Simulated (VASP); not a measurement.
Crystal: NaH.

```
Na H
1.0
     0.00000    2.52500    2.52500
     2.52500    0.00000    2.52500
     2.52500    2.52500    0.00000
Na H
1 1
Direct
  0.00000 0.00000 0.00000
  0.50000 0.50000 0.50000
```

| Quantity | Value |
| --- | --- |
| Program | VASP 6.6.1 |
| Task | relaxation of cell and atoms |
| Functional | PBEsol |
| Potentials or basis | VASP PAW PBE potentials, release 64 (Na_pv, H) |
| Cutoff | 500 eV |
| k mesh | 8 × 8 × 8 |
| Occupations | fermi-dirac, width 0.02 eV |
| Spin | no spin polarisation |

At the start: pressure -2.9 GPa; volume 16.10 Å³/atom.

**Question.** Where does the relaxation end?

**Answer.** Over 4 steps the energy falls by 23.5 meV/atom and the volume is 13.72 Å³/atom (-14.8 %); space group Fm-3m (No. 225, to 0.05 Å).

The path:
```csv
step,energy change (eV),largest force (eV/Å),pressure (GPa),volume (Å³)
1,0.0000,0.0000,-2.87,32.20
2,-0.0214,0.0000,-2.26,30.87
3,-0.0455,0.0000,-0.64,28.30
4,-0.0470,0.0000,0.08,27.44
```

Final structure:
```cif
data_structure
_symmetry_space_group_name_H-M 'P 1'
_symmetry_Int_Tables_number 1
_cell_length_a 3.3858
_cell_length_b 3.3858
_cell_length_c 3.3858
_cell_angle_alpha 60.000
_cell_angle_beta 60.000
_cell_angle_gamma 60.000
_cell_volume 27.44
loop_
_atom_site_label
_atom_site_type_symbol
_atom_site_fract_x
_atom_site_fract_y
_atom_site_fract_z
_atom_site_occupancy
Na1 Na 0.00000 0.00000 0.00000 1
H1 H 0.50000 0.50000 0.50000 1
```

Caveat: the PAW data sets were made with another functional, which shifts forces and pressure a little.
